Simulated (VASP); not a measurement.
The system is GePbSe2.

```xyz
4
Lattice="2.0796 1.2007 6.8690 -2.0796 1.2007 6.8690 0.0000 -2.4014 6.8690" Properties=species:S:1:pos:R:3 pbc="T T T"
Ge    2.0796    1.2007    6.8690
Pb    0.0000    0.0000   10.3035
Se    0.0000    0.0000    5.3291
Se    0.0000    0.0000   15.2778
```

Base run:

```yaml
Program: VASP 6.6.1
Functional: PBE
Potentials_or_basis: VASP PAW PBE potentials, release 64 (Ge_d, Pb_d, Se)
Cutoff: 520 eV
k_mesh: 8 × 8 × 8
Occupations: fermi-dirac, width 0.02 eV
Spin: no spin polarisation
```

Its results: band gap on the k mesh 0.13 eV, direct; pressure 1.1 GPa; largest force 0.033 eV/Å.

**Question.** The run is repeated on the same cell with these changes: functional from PBE to r2SCAN. What comes out?

**Answer.** Band gap on the k mesh 0.32 eV, direct; pressure 0.0 GPa; largest force 0.009 eV/Å.

r2SCAN gives the wider gap, since meta-GGAs in the generalised Kohn-Sham scheme recover part of the derivative discontinuity.

Caveats: spin-orbit coupling is left out, which moves the levels of the heavy elements; the PAW data sets were made with another functional, which shifts forces and pressure a little (some runs).

A k mesh can miss the band edges.
